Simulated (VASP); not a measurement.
CuI: relaxation of cell and atoms with PBE

Crystal: CuI.

```xyz
2
Lattice="0.0000 3.0315 3.0315 3.0315 0.0000 3.0315 3.0315 3.0315 0.0000" Properties=species:S:1:pos:R:3 pbc="T T T"
Cu    4.5473    4.5473    4.5473
I     0.0000    0.0000    0.0000
```

```json
{"Program": "VASP 6.6.1", "Task": "relaxation of cell and atoms", "Functional": "PBE", "Potentials or basis": "VASP PAW PBE potentials, release 64 (Cu, I)", "Cutoff": "600 eV", "k mesh": "8 × 8 × 8", "Occupations": "gaussian, width 0.02 eV", "Spin": "no spin polarisation", "Dipole correction": "no", "Further INCAR settings": "ALGO = Normal; EDIFF = 1e-06; IBRION = 2; EDIFFG = -0.005; NSW = 100; ISIF = 3"}
```

| Item | Value |
| --- | --- |
| Relaxed volume | 28.13 Å³/atom |
| Relaxed cell | a = 4.301 Å, b = 4.301 Å, c = 4.301 Å, α = 60.00°, β = 60.00°, γ = 60.00° |
| Space group after relaxing (to 0.05 Å) | F-43m (No. 216) |
| Energy gained by relaxing | 0.3 meV/atom |
| Ionic steps | 3 |
| Pressure after relaxing | 0.0 GPa |
| Band gap on the k mesh | 1.12 eV, direct |

The path:
```csv
step,energy change (eV),largest force (eV/Å),pressure (GPa),volume (Å³)
1,0.0000,0.0000,0.33,55.72
2,-0.0006,0.0000,0.05,56.18
3,-0.0006,0.0000,0.00,56.25
```

Final structure:
```cif
data_structure
_symmetry_space_group_name_H-M 'P 1'
_symmetry_Int_Tables_number 1
_cell_length_a 4.3009
_cell_length_b 4.3009
_cell_length_c 4.3009
_cell_angle_alpha 60.000
_cell_angle_beta 60.000
_cell_angle_gamma 60.000
_cell_volume 56.25
loop_
_atom_site_label
_atom_site_type_symbol
_atom_site_fract_x
_atom_site_fract_y
_atom_site_fract_z
_atom_site_occupancy
Cu1 Cu 0.75000 0.75000 0.75000 1
I1 I 0.00000 0.00000 0.00000 1
```

Levels at points of the mesh, in eV from the valence-band top:
| k point | band 7 | band 8 | band 9 | band 10 | band 11 | band 12 |
| --- | --- | --- | --- | --- | --- | --- |
| (0.00, 0.00, 0.00) | 0.00 | 0.00 | 0.00 | 1.12 | 4.88 | 4.88 |
| (0.50, 0.00, 0.00) | -1.74 | -0.69 | -0.69 | 2.15 | 5.41 | 5.41 |
| (0.50, 0.50, 0.00) | -1.73 | -1.46 | -1.46 | 2.74 | 2.91 | 9.12 |

Run time: 35 s on 1 thread of Intel(R) Xeon(R) 6975P-C (Granite Rapids), with other jobs on the host, peak memory 0.22 GiB.

Caveat: spin-orbit coupling is left out, which moves the levels of the heavy elements. Zero-point motion and thermal expansion aren't in these numbers.
